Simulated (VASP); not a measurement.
Wanted: the native input for a VASP 6.6.1 run.

```
Task                   : single point
Functional             : PBE
Potentials or basis    : VASP PAW PBE potentials, release 64 (In_d, Pd)
Cutoff                 : 520 eV
k mesh                 : 14 × 14 × 14
Occupations            : gaussian, width 0.15 eV
Spin                   : no spin polarisation
Dipole correction      : no
Further INCAR settings : ALGO = Fast; EDIFF = 1e-07; NBANDS = 18
```

The structure of InPd lies in POSCAR:

```
InPd
1.0
    3.2718847800      0.0000000000      0.0000000000
    0.0000000000      3.2718847800      0.0000000000
    0.0000000000      0.0000000000      3.2718847800
In Pd
1 1
Direct
    0.0000000000      0.0000000000      0.0000000000
    0.4027477821      0.4027477821      0.3624645945
```

This cell differs from its parent crystal: atom 2 (Pd) moved by (-0.450, -0.450) A along [1 1 0] and z.

One way to write it, as run:

INCAR

```
PREC = Accurate
ENCUT = 520
EDIFF = 1E-7
ISMEAR = 0
SIGMA = 0.15
LREAL = False
LASPH = True
NELM = 60
ALGO = Fast
ISIF = 2
LWAVE = False
LCHARG = False
GGA = PE
NBANDS = 18
```

KPOINTS

```
Automatic mesh
0
Gamma
  14 14 14
```

Potentials or basis: VASP PAW PBE potentials, release 64 (In_d, Pd).

Command:

```sh
$ cat potpaw_PBE.64/In_d/POTCAR potpaw_PBE.64/Pd/POTCAR > POTCAR
$ mpirun -np 1 vasp_std > vasp.out
```

It gave:

* Pressure: 29.2 GPa
* Largest force: 7.098 eV/Å
* Band gap on the k mesh: zero (an odd number of electrons rules out a gap without spin polarisation)

Caveat: the cell differs from its parent crystal (atom 2 (Pd) moved by (-0.450, -0.450) A along [1 1 0] and z); the stress differs along the axes, from 24 to 32 GPa; spin-orbit coupling is left out, which moves the levels of the heavy elements; forces of over 1 eV/Å act on the atoms, so gaps and moduli don't describe the material at rest.

Wall time 7.1 min on 1 thread of Intel Xeon 8259CL, on a shared host, peak memory 0.55 GiB.
